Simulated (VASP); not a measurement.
## In2GeO3: single point with PBE

Crystal: In2GeO3.

```
In Ge O
1.0
     3.99430    0.00000    0.00000
    -1.99715    3.45916    0.00000
     0.00000    0.00000    7.14926
In Ge O
2 1 3
Direct
  0.66667 0.33333 0.68472
  0.33333 0.66667 0.31528
  0.00000 0.00000 0.00000
  0.66667 0.33333 0.35610
  0.33333 0.66667 0.64390
  0.00000 0.00000 0.50000
```

The cell was built from a structure type or drawn by symmetry, and may not be a known phase.

```json
{
 "Program": "VASP 6.6.1",
 "Task": "single point",
 "Functional": "PBE",
 "Potentials or basis": "VASP PAW PBE potentials, release 64 (In_d, Ge_d, O)",
 "Cutoff": "520 eV",
 "k mesh": "6 × 6 × 4",
 "Occupations": "gaussian, width 0.1 eV",
 "Spin": "no spin polarisation"
}
```

* Pressure: -8.3 GPa
* Largest force: 1.680 eV/Å
* Band gap on the k mesh: zero (bands 29 and 30 overlap by 0.22 eV)

Forces in eV/Å, atoms in the order of the input:
```
In   0.000  0.000 -1.680
In   0.000  0.000  1.680
Ge   0.000  0.000  0.000
O    0.000  0.000 -1.069
O    0.000  0.000  1.069
O    0.000  0.000  0.000
```

Stress tensor (GPa, compression positive):
```
-9.11  0.00  0.00
 0.00 -9.11  0.00
 0.00  0.00 -6.76
```

Levels at points of the mesh, in eV from the Fermi level:
| k point | band 25 | band 26 | band 27 | band 28 | band 29 | band 30 | band 31 | band 32 | band 33 | band 34 |
| --- | --- | --- | --- | --- | --- | --- | --- | --- | --- | --- |
| (0.00, 0.00, 0.00) | -2.61 | -1.48 | -0.82 | -0.82 | -0.08 | -0.07 | 2.13 | 2.13 | 4.13 | 5.75 |
| (0.50, 0.00, 0.00) | -2.41 | -2.08 | -0.59 | -0.06 | -0.01 | 0.74 | 0.87 | 1.27 | 3.77 | 5.82 |
| (0.00, 0.00, 0.50) | -2.61 | -2.38 | -1.48 | -0.82 | -0.82 | 2.06 | 2.06 | 2.30 | 3.69 | 5.92 |
| (0.50, 0.00, 0.50) | -2.65 | -1.78 | -1.50 | -0.07 | 0.05 | 0.47 | 1.22 | 1.24 | 3.12 | 5.52 |

Wall time 4.2 min on 1 thread of Intel Xeon 8259CL, with other jobs on the host, peak memory 0.26 GiB.

Caveat: the cell stands under tension; spin-orbit coupling is left out, which moves the levels of the heavy elements; forces of over 1 eV/Å act on the atoms, so gaps and moduli don't describe the material at rest.
